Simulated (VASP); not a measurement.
# CoPdO2 (R-3m) in VASP: further runs, part 2 of 2

VASP 6.6.1.

## (5) Single point, PBE+D3(BJ)+U, collinear spin, zero start (volume scaled by 0.98)

Contents of INCAR:

```
SYSTEM = CoPdO2
ALGO = Normal
EDIFF = 1E-6
ENCUT = 520
GGA = PE
ISIF = 2
ISMEAR = 0
ISPIN = 2
IVDW = 12
LASPH = .True.
LCHARG = .True.
LDAU = .True.
LDAUJ = 0 0 0
LDAUL = 2 -1 -1
LDAUPRINT = 1
LDAUTYPE = 2
LDAUU = 3.3 0 0
LELF = .True.
LMAXMIX = 4
LORBIT = 11
LREAL = .False.
LVHAR = .True.
LWAVE = .False.
MAGMOM = 0 0 0 0
NBANDS = 28
NELM = 150
PREC = Accurate
SIGMA = 0.05
```

Contents of KPOINTS:

```
k-points
0
Gamma
  10 10 10
  0 0 0
```

Contents of POSCAR:

```
CoPdO2
1.0
    1.4114996848      0.8149297232      5.9077454738
   -1.4114996848      0.8149297232      5.9077454738
    0.0000000000     -1.6298594457      5.9077454739
Co Pd O
1 1 2
Direct
    0.5000000000      0.5000000000      0.5000000000
    0.0000000000      0.0000000000      0.0000000000
    0.1118783842      0.1118783842      0.1118783842
    0.8881216158      0.8881216158      0.8881216158
```

Launch:

```console
$ cat potpaw_PBE.64/Co/POTCAR potpaw_PBE.64/Pd/POTCAR potpaw_PBE.64/O/POTCAR > POTCAR
$ mpirun -np 1 vasp_std > vasp.out
```

It took 23 min on 1 thread of Oxide Virtual Turin-like, shared host; peak memory 0.52 GiB.

It converged, with:

```
Free energy                                           : -24.6470 eV
Pressure                                              : 1.9 GPa
Largest force                                         : 0.091 eV/Å
Net moment                                            : 0.00 μB per cell
Valence electrons inside the program's atomic spheres : Co 8.48; Pd 9.43; O 5.02
Dispersion energy per atom                            : -0.292 eV
```

Forces in eV/Å, atoms in the order of the input:
```
Co   0.000  0.000  0.000
Pd   0.000  0.000  0.000
O    0.000  0.000  0.091
O    0.000  0.000 -0.091
```

Stress tensor (GPa, compression positive):
```
1.53 0.00 0.00
0.00 1.53 0.00
0.00 0.00 2.68
```

Levels at points of the mesh, in eV from the Fermi level:
Spin up:
```tsv
k point	band 12	band 13	band 14	band 15	band 16	band 17	band 18	band 19	band 20	band 21
(0.00, 0.00, 0.00)	-2.55	-2.55	-2.12	-1.50	-1.50	2.39	2.39	3.15	6.64	9.65
(0.50, 0.00, 0.00)	-2.17	-1.87	-1.29	-0.34	0.91	1.72	2.03	3.57	8.57	10.87
(0.50, 0.50, 0.00)	-2.26	-1.77	-1.71	-0.34	0.38	2.33	2.34	3.60	9.34	9.96
(0.50, 0.50, 0.50)	-2.60	-2.60	-1.57	-0.68	-0.68	2.10	2.10	4.40	5.51	9.62
```
Spin down:
| k point | band 12 | band 13 | band 14 | band 15 | band 16 | band 17 | band 18 | band 19 | band 20 | band 21 |
| --- | --- | --- | --- | --- | --- | --- | --- | --- | --- | --- |
| (0.00, 0.00, 0.00) | -2.55 | -2.55 | -2.12 | -1.50 | -1.50 | 2.39 | 2.39 | 3.15 | 6.64 | 9.65 |
| (0.50, 0.00, 0.00) | -2.17 | -1.87 | -1.29 | -0.34 | 0.91 | 1.72 | 2.03 | 3.57 | 8.57 | 10.87 |
| (0.50, 0.50, 0.00) | -2.26 | -1.77 | -1.71 | -0.34 | 0.38 | 2.33 | 2.34 | 3.60 | 9.34 | 9.96 |
| (0.50, 0.50, 0.50) | -2.60 | -2.60 | -1.57 | -0.68 | -0.68 | 2.10 | 2.10 | 4.40 | 5.51 | 9.62 |

Eigenvalues of the final occupation matrices:
```
    site  spin  trace               eigenvalues
site 1 d     1   3.70  0.40 0.40 0.97 0.97 0.97
site 1 d     2   3.70  0.40 0.40 0.97 0.97 0.97
```

Caveat: the cell differs from its parent crystal (volume scaled by 0.98); three body term missing; pairwise dispersion overbinds metals, which lowers pressure and volume.

## (6) Single point, RPBE+D4+U, collinear spin, ferromagnetic start

This run uses another cell than the first one, of 10.44 Å³/atom, 1.004 times its volume.

Contents of INCAR:

```
SYSTEM = CoPdO2
ALGO = Normal
EDIFF = 1E-6
ENCUT = 520
GGA = RP
ISIF = 2
ISMEAR = 0
ISPIN = 2
IVDW = 13
LASPH = .TRUE.
LCHARG = .FALSE.
LDAU = .TRUE.
LDAUJ = 0 0 0
LDAUL = 2 -1 -1
LDAUPRINT = 1
LDAUTYPE = 2
LDAUU = 3.3 0 0
LMAXMIX = 4
LORBIT = 11
LREAL = .FALSE.
LWAVE = .FALSE.
MAGMOM = 0.05 0.05 0 0
NBANDS = 28
NELM = 150
PREC = Accurate
SIGMA = 0.05
```

Contents of KPOINTS:

```
k-points
0
G
  10 10 10
  0 0 0
```

Contents of POSCAR:

```
CoPdO2
1.0
    1.4240636997      0.8221835604      5.9469180388
   -1.4240636997      0.8221835604      5.9469180388
    0.0000000000     -1.6443671208      5.9469180388
Co Pd O
1 1 2
Direct
    0.5000000000      0.5000000000      0.5000000000
    0.0000000000      0.0000000000      0.0000000000
    0.1119184230      0.1119184230      0.1119184230
    0.8880815770      0.8880815770      0.8880815770
```

Potentials or basis: VASP PAW PBE potentials, release 64 (Co, Pd, O).

Launch:

```console
$ cat potpaw_PBE.64/Co/POTCAR potpaw_PBE.64/Pd/POTCAR potpaw_PBE.64/O/POTCAR > POTCAR
$ mpirun -np 1 vasp_std > vasp.out
```

It took 23 min on 1 thread of Oxide Virtual Turin-like, shared host; peak memory 0.52 GiB.

The run converged. Its results:

```yaml
Free_energy: -24.1071 eV
Pressure: -2.8 GPa
Largest_force: 0.103 eV/Å
Net_moment: 0.00 μB per cell
Valence_electrons_inside_the_program's_atomic_spheres: Co 8.40; Pd 9.39; O 5.02
Dispersion_energy_per_atom: -0.650 eV
```

Forces in eV/Å, atoms in the order of the input:
```
Co   0.000  0.000  0.000
Pd   0.000  0.000  0.000
O    0.000  0.000  0.103
O    0.000  0.000 -0.103
```

Stress tensor (GPa, compression positive):
```
-3.33  0.00  0.00
 0.00 -3.33  0.00
 0.00  0.00 -1.88
```

Levels at points of the mesh, in eV from the Fermi level:
Spin up:
```csv
k point,band 14,band 15,band 16,band 17,band 18,band 19
"(0.00, 0.00, 0.00)",-2.12,-1.47,-1.47,2.34,2.34,3.06
"(0.50, 0.00, 0.00)",-1.26,-0.36,0.88,1.67,2.00,3.63
"(0.50, 0.50, 0.00)",-1.71,-0.36,0.34,2.27,2.29,3.67
"(0.50, 0.50, 0.50)",-1.60,-0.68,-0.68,2.07,2.07,4.33
```
Spin down:
```csv
k point,band 12,band 13,band 14,band 15,band 16,band 17,band 18,band 19,band 20,band 21
"(0.00, 0.00, 0.00)",-2.47,-2.47,-2.12,-1.47,-1.47,2.34,2.34,3.06,6.70,9.53
"(0.50, 0.00, 0.00)",-2.09,-1.91,-1.26,-0.36,0.88,1.67,2.00,3.63,8.47,10.87
"(0.50, 0.50, 0.00)",-2.29,-1.72,-1.71,-0.36,0.34,2.27,2.30,3.67,9.21,10.01
"(0.50, 0.50, 0.50)",-2.51,-2.51,-1.60,-0.68,-0.68,2.07,2.07,4.33,5.51,9.66
```

Eigenvalues of the final occupation matrices:
```csv
site,spin,trace,eigenvalues
site 1 d,1,3.68,0.39 0.39 0.97 0.97 0.97
site 1 d,2,3.68,0.39 0.39 0.97 0.97 0.97
```

Caveat: the PAW data sets were made with another functional, which shifts forces and pressure a little; pairwise dispersion overbinds metals, which lowers pressure and volume.

## (7) Single point, PBE+D3(BJ)+U, collinear spin, ferromagnetic start

This run uses another cell than the first one, of 10.44 Å³/atom, 1.004 times its volume.

Contents of INCAR:

```
SYSTEM = CoPdO2
ALGO = Normal ; EDIFF = 1E-7
ENCUT = 520 ; GGA = PE
ISIF = 2 ; ISMEAR = 0
ISPIN = 2 ; IVDW = 12
LASPH = .True. ; LCHARG = .False.
LDAU = .True. ; LDAUJ = 0 0 0
LDAUL = 2 -1 -1 ; LDAUPRINT = 1
LDAUTYPE = 2 ; LDAUU = 3.3 0 0
LMAXMIX = 4 ; LORBIT = 11
LREAL = .False. ; LWAVE = .False.
MAGMOM = 0.05 0.05 0 0 ; NBANDS = 28
NELM = 150 ; PREC = Accurate
SIGMA = 0.05
```

Contents of KPOINTS:

```
k-points
0
Gamma
  10 10 10
  0 0 0
```

Contents of POSCAR:

```
CoPdO2
1.0
    1.4259196805      0.8232551114      5.9314470661
   -1.4259196805      0.8232551114      5.9314470661
    0.0000000000     -1.6465102227      5.9314470661
Co Pd O
1 1 2
Direct
    0.5000000000      0.5000000000      0.5000000000
    0.0000000000      0.0000000000      0.0000000000
    0.1121907613      0.1121907613      0.1121907613
    0.8878092387      0.8878092387      0.8878092387
```

Launch:

```console
$ cat potpaw_PBE.64/Co/POTCAR potpaw_PBE.64/Pd/POTCAR potpaw_PBE.64/O/POTCAR > POTCAR
$ mpirun -np 1 vasp_std > vasp.out
```

Wall time 23 min (1 thread of Oxide Virtual Turin-like, shared host); peak memory 0.53 GiB.

Results (log left out):

| Item | Value |
| --- | --- |
| Free energy | -24.6444 eV |
| Pressure | -3.0 GPa |
| Largest force | 0.072 eV/Å |
| Net moment | 0.00 μB per cell |
| Valence electrons inside the program's atomic spheres | Co 8.41; Pd 9.38; O 5.01 |
| Dispersion energy per atom | -0.284 eV |

Forces in eV/Å, atoms in the order of the input:
```
Co   0.000  0.000  0.000
Pd   0.000  0.000  0.000
O    0.000  0.000  0.072
O    0.000  0.000 -0.072
```

Stress tensor (GPa, compression positive):
```
-3.28  0.00  0.00
 0.00 -3.28  0.00
 0.00  0.00 -2.30
```

Levels at points of the mesh, in eV from the Fermi level:
Spin up:
| k point | band 13 | band 14 | band 15 | band 16 | band 17 | band 18 | band 19 | band 20 |
| --- | --- | --- | --- | --- | --- | --- | --- | --- |
| (0.00, 0.00, 0.00) | -2.45 | -2.06 | -1.46 | -1.46 | 2.35 | 2.35 | 3.04 | 6.59 |
| (0.50, 0.00, 0.00) | -1.88 | -1.25 | -0.35 | 0.88 | 1.65 | 2.00 | 3.57 | 8.39 |
| (0.50, 0.50, 0.00) | -1.71 | -1.71 | -0.35 | 0.35 | 2.24 | 2.30 | 3.61 | 9.12 |
| (0.50, 0.50, 0.50) | -2.49 | -1.54 | -0.67 | -0.67 | 2.07 | 2.07 | 4.30 | 5.42 |
Spin down:
| k point | band 14 | band 15 | band 16 | band 17 | band 18 | band 19 |
| --- | --- | --- | --- | --- | --- | --- |
| (0.00, 0.00, 0.00) | -2.06 | -1.46 | -1.46 | 2.35 | 2.35 | 3.04 |
| (0.50, 0.00, 0.00) | -1.25 | -0.35 | 0.88 | 1.65 | 2.00 | 3.57 |
| (0.50, 0.50, 0.00) | -1.71 | -0.35 | 0.35 | 2.24 | 2.30 | 3.61 |
| (0.50, 0.50, 0.50) | -1.54 | -0.67 | -0.67 | 2.07 | 2.07 | 4.30 |

Eigenvalues of the final occupation matrices:
```tsv
site	spin	trace	eigenvalues
site 1 d	1	3.69	0.40 0.40 0.96 0.96 0.97
site 1 d	2	3.69	0.40 0.40 0.96 0.96 0.97
```

Caveat: three body term missing; pairwise dispersion overbinds metals, which lowers pressure and volume.

## (8) Summary

```tsv
level	spin	cell	gap on the mesh (eV)	pressure (GPa)	moment (μB)	largest force (eV/Å)
PBE+D3(BJ)+U	collinear, zero start	a = 6.153 Å, angles 26.8°, 4 atoms	none	-2.2	0.00	0.08
RPBE+D4+U	collinear, zero start	a = 6.137 Å, angles 26.5°, 4 atoms	none	2.7	0.00	0.13
PBE+D3(BJ)+U	collinear, zero start	a = 6.128 Å, angles 26.6°, 4 atoms	none	1.9	0.00	0.09
RPBE+D4+U	collinear, ferromagnetic start	a = 6.170 Å, angles 26.7°, 4 atoms	none	-2.8	0.00	0.10
PBE+D3(BJ)+U	collinear, ferromagnetic start	a = 6.156 Å, angles 26.8°, 4 atoms	none	-3.0	0.00	0.07
```

Alike in all rows: task single point; potentials or basis VASP PAW PBE potentials, release 64 (Co, Pd, O); Co d U = 3.3 eV; k mesh 10 × 10 × 10; cutoff (eV) 520; smearing gaussian 0.05 eV.

Caveats: pairwise dispersion overbinds metals, which lowers pressure and volume; three body term missing (some runs); the PAW data sets were made with another functional, which shifts forces and pressure a little (some runs).

Absolute energies hang on the potentials; compare differences alone.
